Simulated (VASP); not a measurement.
# Bi2Se5: relaxation of cell and atoms with PBE

Crystal: Bi2Se5.

```
Bi Se
1.0
     4.14000    0.00000    0.00000
    -2.07000    3.58535    0.00000
     0.00000    0.00000   13.07000
Bi Se
2 5
Cartesian
  2.0700 1.1951 11.1748
  0.0000 2.3902 1.8951
  0.0000 2.3902 9.5672
  0.0000 0.0000 5.3587
  0.0000 0.0000 7.7113
  2.0700 1.1951 3.5028
  0.0000 0.0000 0.0000
```

```yaml
Program: VASP 6.6.1
Task: relaxation of cell and atoms
Functional: PBE
Potentials_or_basis: VASP PAW PBE potentials, release 64 (Bi_d, Se)
Cutoff: 600 eV
k_mesh: 3 × 3 × 1
Occupations: gaussian, width 0.15 eV
Spin: no spin polarisation
Dipole_correction: no
Further_INCAR_settings: ALGO = Normal; EDIFF = 1e-07; IBRION = 2; EDIFFG = -0.08; NSW = 36; ISIF = 3
```

The relaxed volume is 32.28 Å³/atom. The relaxed cell is a = 4.117 Å, b = 4.117 Å, c = 15.395 Å, α = 90.00°, β = 90.00°, γ = 120.00° and the space group after relaxing (to 0.1 Å) is P-3m1 (No. 164). The energy gained by relaxing is 124.4 meV/atom, the ionic steps are 26 and the pressure after relaxing is 0.0 GPa. The largest force after relaxing is 0.069 eV/Å and the band gap on the k mesh is zero (bands 30 and 31 overlap by 0.82 eV).

Forces on the atoms (eV/Å):
```
Bi   0.000  0.000  0.009
Bi   0.000  0.000 -0.009
Se   0.000  0.000  0.069
Se   0.000  0.000 -0.045
Se   0.000  0.000  0.045
Se   0.000  0.000 -0.069
Se   0.000  0.000  0.000
```

The path:
```csv
step,energy change (eV),largest force (eV/Å),pressure (GPa),volume (Å³)
1,0.0000,1.8898,2.89,194.00
2,-0.3331,0.5600,0.13,208.39
3,-0.3337,0.5747,0.06,208.99
4,-0.4216,0.5736,-0.53,211.58
5,-0.5706,0.7197,-1.89,219.02
6,-0.6160,0.4184,-1.43,217.84
7,-0.6655,0.6144,-0.32,215.29
8,-0.6668,0.6588,-0.08,214.77
9,-0.6879,0.6364,0.01,214.02
10,-0.7237,0.5664,0.35,211.71
11,-0.7260,0.5406,0.48,210.91
12,-0.7579,0.3328,0.54,211.38
13,-0.7866,0.4537,0.77,212.43
14,-0.8110,0.4115,-0.09,216.42
15,-0.8121,0.4339,-0.31,217.52
16,-0.8393,0.3117,-0.20,219.58
17,-0.8538,0.1378,-0.03,222.52
18,-0.8587,0.1928,-0.10,223.06
19,-0.8587,0.2144,-0.10,223.10
20,-0.8618,0.0732,0.15,222.84
21,-0.8620,0.0975,0.24,222.75
22,-0.8652,0.1050,0.14,223.57
23,-0.8685,0.1241,-0.06,225.56
24,-0.8696,0.1300,0.04,225.70
25,-0.8696,0.1182,0.03,225.69
26,-0.8707,0.0688,-0.03,225.96
```

Final structure:
```
Bi Se
1.0
     4.11675    0.00000    0.00000
    -2.05837    3.56521    0.00000
     0.00000    0.00000   15.39547
Bi Se
2 5
Direct
  0.66667 0.33333 0.87096
  0.33333 0.66667 0.12904
  0.33333 0.66667 0.76764
  0.00000 0.00000 0.42889
  0.00000 0.00000 0.57111
  0.66667 0.33333 0.23236
  0.00000 0.00000 0.00000
```

Levels at points of the mesh, in eV from the Fermi level:
| k point | band 28 | band 29 | band 30 | band 31 | band 32 | band 33 |
| --- | --- | --- | --- | --- | --- | --- |
| (0.00, 0.00, 0.00) | -0.86 | -0.77 | 0.70 | 1.11 | 1.11 | 1.92 |

Run time: 6.8 min on 1 thread of Intel(R) Xeon(R) 6975P-C (Granite Rapids), with other jobs on the host, peak memory 0.38 GiB.

Caveat: the k points lie up to 0.59 Å⁻¹ apart in the final cell, too coarse for converged energies and pressures of a metal; the volume moved by over 15 % at a fixed basis, so the end points are rough; spin-orbit coupling is left out, which moves the levels of the heavy elements; this functional lacks dispersion, which binds the layers, so the pressure and a relaxed spacing across them are unreliable; the relaxation stopped at a loose force limit of 0.08 eV/Å, so its end isn't a converged minimum.
